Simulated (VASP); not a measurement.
**Li: relaxation of cell and atoms with PBEsol**

Li:

```
Li
1.0
    -1.71544    1.71544    1.71544
     1.71544   -1.71544    1.71544
     1.71544    1.71544   -1.71544
Li
1
Cartesian
  0.0000 0.0000 0.0000
```

```json
{"Program": "VASP 6.6.1", "Task": "relaxation of cell and atoms", "Functional": "PBEsol", "Potentials or basis": "VASP PAW PBE potentials, release 64 (Li_sv)", "Cutoff": "600 eV", "k mesh": "18 × 18 × 18", "Occupations": "gaussian, width 0.1 eV", "Spin": "no spin polarisation", "Dipole correction": "no", "Further INCAR settings": "ALGO = Normal; EDIFF = 1e-06; IBRION = 2; EDIFFG = -0.01; NSW = 80; ISIF = 3"}
```

The relaxed volume is 20.16 Å³/atom. The relaxed cell is a = 2.969 Å, b = 2.969 Å, c = 2.969 Å, α = 109.47°, β = 109.47°, γ = 109.47°, the space group after relaxing (to 0.1 Å) is Im-3m (No. 229) and the energy gained by relaxing is 0.0 meV/atom. The ionic steps are 2 and the pressure after relaxing is -0.1 GPa. The band gap on the k mesh is zero (an odd number of electrons rules out a gap without spin polarisation).

Final structure:
```xyz
1
Lattice="-1.7144 1.7144 1.7144 1.7144 -1.7144 1.7144 1.7144 1.7144 -1.7144" Properties=species:S:1:pos:R:3 pbc="T T T"
Li    1.7144    1.7144   -1.7144
```

Levels at points of the mesh, in eV from the Fermi level:
```csv
k point,band 1,band 2,band 3,band 4
"(0.00, 0.00, 0.00)",-45.91,-3.57,14.68,14.68
"(0.50, 0.00, 0.00)",-45.89,0.24,3.28,10.41
"(0.50, 0.50, 0.50)",-45.87,5.54,5.54,5.54
```

It took 11 s on 1 thread of Intel Xeon 8259CL, with other jobs on the host, peak memory 0.14 GiB.

Caveat: the cutoff is under 1.25 times the usual one of these potentials, so pressure, stress and relaxed cells hold a basis-set (Pulay) error; the PAW data sets were made with another functional, which shifts forces and pressure a little.
